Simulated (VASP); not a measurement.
TiAl32 (a cell with a defect), 33 atoms in the cell. The cell holds a defect, 33 atoms: a = 8.100 Å, b = 8.100 Å, c = 8.100 Å, α = 90.00°, β = 90.00°, γ = 90.00°. 

* Program: VASP 6.6.1
* Task: single point
* Functional: r2SCAN
* Potentials or basis: VASP PAW PBE potentials, release 64 (Al, Ti_sv)
* Cutoff: 440 eV
* k mesh: 2 × 2 × 2
* Occupations: gaussian, width 0.1 eV
* Spin: no spin polarisation
* Dipole correction: no
* Further INCAR settings: LREAL = Auto; ALGO = Normal; EDIFF = 1e-06; NBANDS = 76

Potentials or basis: VASP PAW PBE potentials, release 64 (Al, Ti_sv).

Run with:

```console
$ cat potpaw_PBE.64/Al/POTCAR potpaw_PBE.64/Ti_sv/POTCAR > POTCAR
$ cp INCAR.step1 INCAR
$ mpirun -np 1 vasp_std > vasp.out
$ cp INCAR.step2 INCAR
$ mpirun -np 1 vasp_std > vasp.out
```

Hardware: 1 thread of Intel Xeon 8259CL, with other jobs on the host.

Question: Estimate the wall time of this run.

Answer: Run time: 38 min on 1 thread of Intel Xeon 8259CL, on a shared host, peak memory 0.55 GiB. Counts: k points 8.
